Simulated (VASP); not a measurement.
Set up this calculation in VASP 6.6.1, as the native input.

```
Task                   : single point
Functional             : PBE
Potentials or basis    : VASP PAW PBE potentials, release 64 (Ga_d, Sn_d, O)
Cutoff                 : 520 eV
k mesh                 : 6 × 6 × 6
Occupations            : gaussian, width 0.02 eV
Spin                   : no spin polarisation
Dipole correction      : no
Further INCAR settings : ALGO = Normal; EDIFF = 1e-06; NBANDS = 41
```

The structure of Ga2SnO4 lies in POSCAR:

```
Ga2SnO4
1.0
    0.0000000000      5.1522503395      5.1778591573
    2.7059002240      0.0000000000      5.1778591573
    2.7059002240      5.1522503395      0.0000000000
Ga Sn O
2 1 4
Direct
    0.2500000000      0.2500000000      0.2500000000
    0.7500000000      0.7500000000      0.7500000000
    0.0000000000      0.0000000000      0.0000000000
    0.9998733562      0.3190061441      0.6809938559
    0.3190061441      0.9998733562      0.0001266438
    0.6809938559      0.0001266438      0.9998733562
    0.0001266438      0.6809938559      0.3190061441
```

The input as run:

INCAR

```
  ALGO = Normal
  EDIFF = 1E-6
  ENCUT = 520
  GGA = PE
  ISIF = 2
  ISMEAR = 0
  LASPH = T
  LCHARG = F
  LREAL = F
  LWAVE = F
  NBANDS = 41
  NELM = 60
  PREC = Accurate
  SIGMA = 0.02
```

KPOINTS

```
k-points
0
Gamma
  6 6 6
```

Potentials or basis: VASP PAW PBE potentials, release 64 (Ga_d, Sn_d, O).

The run is started by

```console
$ cat potpaw_PBE.64/Ga_d/POTCAR potpaw_PBE.64/Sn_d/POTCAR potpaw_PBE.64/O/POTCAR > POTCAR
$ mpirun -np 1 vasp_std > vasp.out
```

Results of the run:

- Pressure: 0.3 GPa
- Largest force: 0.065 eV/Å
- Band gap on the k mesh: 0.69 eV, indirect (least direct gap 1.09 eV)

Caveat: spin-orbit coupling is left out, which moves the levels of the heavy elements.

Wall time 8.8 min on 1 thread of Oxide Virtual Turin-like Processor, on a shared host, peak memory 0.46 GiB.
